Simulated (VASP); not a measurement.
A run of VASP 6.6.1:

INCAR

```
SYSTEM = Fe3Pb
  ALGO = Normal
  EDIFF = 1E-6
  ENCUT = 520
  GGA = PE
  ISIF = 2
  ISMEAR = 0
  LASPH = .True.
  LCHARG = .False.
  LREAL = .False.
  LWAVE = .False.
  NBANDS = 27
  NELM = 60
  PREC = Accurate
  SIGMA = 0.1
```

File KPOINTS:

```
k-points
0
Gamma
  12 12 12
  0 0 0
```

POSCAR

```
Fe3Pb
1.0
    0.0000000000      3.0012205251      3.0012205251
    3.0012205251      0.0000000000      3.0012205251
    3.0012205251      3.0012205251      0.0000000000
Fe Pb
3 1
Direct
    0.2500000000      0.2500000000      0.2500000000
    0.7500000000      0.7500000000      0.7500000000
    0.5000000000      0.5000000000      0.5000000000
    0.0000000000      0.0000000000      0.0000000000
```

Potentials or basis: VASP PAW PBE potentials, release 64 (Fe, Pb_d).

Launch:

```console
$ cat potpaw_PBE.64/Fe/POTCAR potpaw_PBE.64/Pb_d/POTCAR > POTCAR
$ mpirun -np 1 vasp_std > vasp.out
```

Hardware: 1 thread of Intel(R) Xeon(R) 6975P-C (Granite Rapids) (shared host).

Task: Estimate the wall time of this run.

Result: Wall time 62 s on 1 thread of Intel(R) Xeon(R) 6975P-C (Granite Rapids), with other jobs on the host, peak memory 0.24 GiB. Counts: scf iterations 19, k points 72.
